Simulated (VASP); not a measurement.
Write the native input for VASP 6.6.1 that does the following.

* Task: single point
* Functional: PBE
* Potentials or basis: VASP PAW PBE potentials, release 64 (Cu, Be, Sn_d, S)
* Cutoff: 520 eV
* k mesh: 6 × 6 × 6
* Occupations: gaussian, width 0.01 eV
* Spin: no spin polarisation
* Dipole correction: no
* Further INCAR settings: ALGO = Normal; EDIFF = 1e-06; NBANDS = 41

The structure of BeCu2SnS4 lies in POSCAR:

```
BeCu2SnS4
1.0
   -2.6454561654      2.6454561654      5.2085053296
    2.6454561654     -2.6454561654      5.2085053296
    2.6454561654      2.6454561654     -5.2085053296
Cu Be Sn S
2 1 1 4
Direct
    0.0000000000      0.0000000000      0.0000000000
    0.7500000000      0.2500000000      0.5000000000
    0.2500000000      0.7500000000      0.5000000000
    0.5000000000      0.5000000000      0.0000000000
    0.1148369022      0.6403415557      1.0307157947
    0.3596584443      0.3903742390      0.4744953464
    0.6096257610      0.0841211075     -0.0307157947
    0.9158788925      0.8851630978      0.5255046536
```

These files were run (other wordings do the same):

INCAR

```
PREC = Accurate
ENCUT = 520
EDIFF = 1E-6
ISMEAR = 0
SIGMA = 0.01
LREAL = F
LASPH = T
NELM = 80
ALGO = Normal
ISIF = 2
LWAVE = F
LCHARG = F
GGA = PE
NBANDS = 41
```

KPOINTS

```
Automatic mesh
0
Gamma
  6 6 6
```

Potentials or basis: VASP PAW PBE potentials, release 64 (Cu, Be, Sn_d, S).

Run with:

```sh
$ cat potpaw_PBE.64/Cu/POTCAR potpaw_PBE.64/Be/POTCAR potpaw_PBE.64/Sn_d/POTCAR potpaw_PBE.64/S/POTCAR > POTCAR
$ mpirun -np 1 vasp_std > vasp.out
```

It gave:

```
Pressure               : 2.6 GPa
Largest force          : 0.044 eV/Å
Band gap on the k mesh : 0.63 eV
```

Caveat: spin-orbit coupling is left out, which moves the levels of the heavy elements.

Wall time 2.5 min on 1 thread of Intel(R) Xeon(R) 6975P-C (Granite Rapids) (shared host), peak memory 0.45 GiB.
